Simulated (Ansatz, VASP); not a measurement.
**Nb3Te8Mo in VASP and in Ansatz**

File INCAR:

```
ALGO     = Normal         # electronic algorithm
EDIFF    = 1E-6           # SCF threshold, eV
ENCUT    = 500            # plane-wave cutoff, eV
GGA      = PE             # functional
GGA_COMPAT= F            
ISIF     = 2              # what is computed and relaxed
ISMEAR   = 0              # smearing method
LASPH    = T              # aspherical terms in the spheres
LCHARG   = F              # write CHGCAR
LREAL    = F              # projectors in reciprocal space
LWAVE    = F              # write WAVECAR
NBANDS   = 62             # bands
NELM     = 120            # most SCF steps
PREC     = Accurate       # precision mode
SIGMA    = 0.1            # smearing width, eV
```

File KPOINTS:

```
k-points
0
Gamma
  6 6 1
```

POSCAR

```
Nb3Te8Mo
1.0
    3.7215865800      0.0000000000      0.0000000000
   -1.8607932900      3.2229885200      0.0000000000
    0.0000000000      0.0000000000     28.6016927100
Nb Te Mo
3 8 1
Direct
    0.0000000000      0.0000000000      0.7500000000
    0.0000000000      0.0000000000      0.2500000000
    0.0000000000      0.0000000000      0.5000000000
    0.6666666700      0.3333333300      0.9364080600
    0.6666666700      0.3333333300      0.1864080600
    0.6666666700      0.3333333300      0.4364080600
    0.6666666700      0.3333333300      0.6864080600
    0.3333333300      0.6666666700      0.8135919400
    0.3333333300      0.6666666700      0.0635919400
    0.3333333300      0.6666666700      0.3135919400
    0.3333333300      0.6666666700      0.5635919400
    0.0000000000      0.0000000000      0.0000000000
```

Input for Ansatz:

```yaml
crystal:
  lattice:
    - [3.72158658, 0.0, 0.0]
    - [-1.86079329, 3.22298852, 0.0]
    - [0.0, 0.0, 28.60169271]
  atoms:
    - { symbol: Nb, position: [0.0, 0.0, 0.75] }
    - { symbol: Nb, position: [0.0, 0.0, 0.25] }
    - { symbol: Nb, position: [0.0, 0.0, 0.5] }
    - { symbol: Te, position: [0.66666667, 0.33333333, 0.93640806] }
    - { symbol: Te, position: [0.66666667, 0.33333333, 0.18640806] }
    - { symbol: Te, position: [0.66666667, 0.33333333, 0.43640806] }
    - { symbol: Te, position: [0.66666667, 0.33333333, 0.68640806] }
    - { symbol: Te, position: [0.33333333, 0.66666667, 0.81359194] }
    - { symbol: Te, position: [0.33333333, 0.66666667, 0.06359194] }
    - { symbol: Te, position: [0.33333333, 0.66666667, 0.31359194] }
    - { symbol: Te, position: [0.33333333, 0.66666667, 0.56359194] }
    - { symbol: Mo, position: [0.0, 0.0, 0.0] }
basis:
  ecutwfc: 420
kpoints:
  mp_grid: { grid: [6, 6, 1] }
hamiltonian:
  xc: pbe
scf:
  occupations: { method: gaussian, width: 0.1 }
  lower_state_search: "off"
output:
  forces: true
  stress: true
  eigenvalues: true
```

Alike in both runs: task single point; functional PBE; k mesh 6 × 6 × 1; occupations gaussian, width 0.1 eV; no spin polarisation.

|  | VASP | Ansatz |
| --- | --- | --- |
| version | VASP 6.6.1 | Ansatz 0.2.0 |
| potentials or method | VASP PAW PBE potentials, release 64 (Nb_sv, Te, Mo_sv), cutoff 500 eV | scalar-relativistic, plane waves, PAW |
| valence electrons in the cell | 101 | 181 |

VASP gave:

```
gap on the k mesh at the Fermi level (eV)                     : none
pressure (GPa)                                                : -1.7
traceless stress, the component that is largest in VASP (GPa) : 1.22
rms of the force components (eV/Å)                            : 0.135
```

Q: What did Ansatz give for the same quantities?

A: gap on the k mesh at the Fermi level (eV): none; pressure (GPa): -1.6; traceless stress, the component that is largest in VASP (GPa): 1.19; rms of the force components (eV/Å): 0.138.

Atom by atom the forces differ by 0.004 eV/Å (rms over components). A gap of «none» marks a metal or a gap that the smearing closes. VASP's potentials hold 101 valence electrons a cell and Ansatz's 181, so a difference there can come from the potentials and not from the codes.

Neither program's run includes spin-orbit coupling.
